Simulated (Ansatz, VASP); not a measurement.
## C in VASP and in Ansatz

File INCAR:

```
  PREC = Accurate
  ENCUT = 600
  EDIFF = 1E-6
  ISMEAR = 0
  SIGMA = 0.1
  LREAL = F
  LASPH = T
  NELM = 120
  ALGO = Normal
  ISIF = 2
  LWAVE = F
  LCHARG = T
  GGA = PE
  LELF = T
  LVHAR = T
  NBANDS = 8
  GGA_COMPAT = F
```

KPOINTS

```
Automatic mesh
0
Gamma
  10 10 10
```

POSCAR

```
C
1.0
    1.8019917600      0.0000000000      0.0000000000
    0.0000000000      1.8019917600      0.0000000000
    0.0000000000      0.0000000000      1.8497099500
C
1
Direct
    0.5000000000      0.5000000000      0.0000000000
```

Input for Ansatz:

```yaml
crystal:
  lattice:
    - [1.80199176, 0.0, 0.0]
    - [0.0, 1.80199176, 0.0]
    - [0.0, 0.0, 1.84970995]
  atoms:
    - { symbol: C, position: [0.5, 0.5, 0.0] }
basis:
  ecutwfc: 420
kpoints:
  mp_grid: { grid: [10, 10, 10] }
hamiltonian:
  xc: pbe
scf:
  occupations: { method: gaussian, width: 0.1 }
  lower_state_search: "off"
output:
  forces: true
  stress: true
  eigenvalues: true
```

Alike in both runs: task single point; functional PBE; k mesh 10 × 10 × 10; occupations gaussian, width 0.1 eV; no spin polarisation.

|  | VASP | Ansatz |
| --- | --- | --- |
| version | VASP 6.6.1 | Ansatz 0.2.0 |
| potentials or method | VASP PAW PBE potentials, release 64 (C), cutoff 600 eV | scalar-relativistic, plane waves, PAW |
| valence electrons in the cell | 4 | 4 |

Ansatz gave:

| Item | Value |
| --- | --- |
| gap on the k mesh at the Fermi level (eV) | none |
| pressure (GPa) | -18.1 |
| traceless stress, the component that is largest in VASP (GPa) | 9.40 |

Task: Which values does VASP return?

Result: gap on the k mesh at the Fermi level (eV): none; pressure (GPa): -18.3; traceless stress, the component that is largest in VASP (GPa): 9.34.

A gap of «none» marks a metal or a gap that the smearing closes. The functional is the same, so the differences come from potentials, cutoffs and numerics.
